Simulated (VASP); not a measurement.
Input of a VASP 6.6.1 run:

File INCAR:

```
SYSTEM = ScCd
  PREC = Accurate
  ENCUT = 520
  EDIFF = 1E-6
  ISMEAR = -1
  SIGMA = 0.05
  LREAL = .FALSE.
  LASPH = .TRUE.
  NELM = 80
  ALGO = Normal
  ISIF = 2
  LWAVE = .FALSE.
  LCHARG = .FALSE.
  GGA = CA
  NBANDS = 18
```

KPOINTS

```
Automatic mesh
0
G
  10 10 10
  0 0 0
```

File POSCAR:

```
ScCd
1.0
    3.5262555900      0.0000000000      0.0000000000
    0.0000000000      3.5262555900      0.0000000000
    0.0000000000      0.0000000000      3.5262555900
Sc Cd
1 1
Direct
    0.5000000000      0.5000000000      0.5000000000
    0.0000000000      0.0000000000      0.0000000000
```

Potentials or basis: VASP PAW LDA potentials, release 64 (Sc_sv, Cd).

The run is started by

```bash
$ cat potpaw_LDA.64/Sc_sv/POTCAR potpaw_LDA.64/Cd/POTCAR > POTCAR
$ mpirun -np 1 vasp_std > vasp.out
```

Task: Predict the pressure.

Result: -5.1 GPa.

Task: Estimate the band gap on the k mesh.

Result: Zero (an odd number of electrons rules out a gap without spin polarisation).

Caveat: the cell stands under tension.
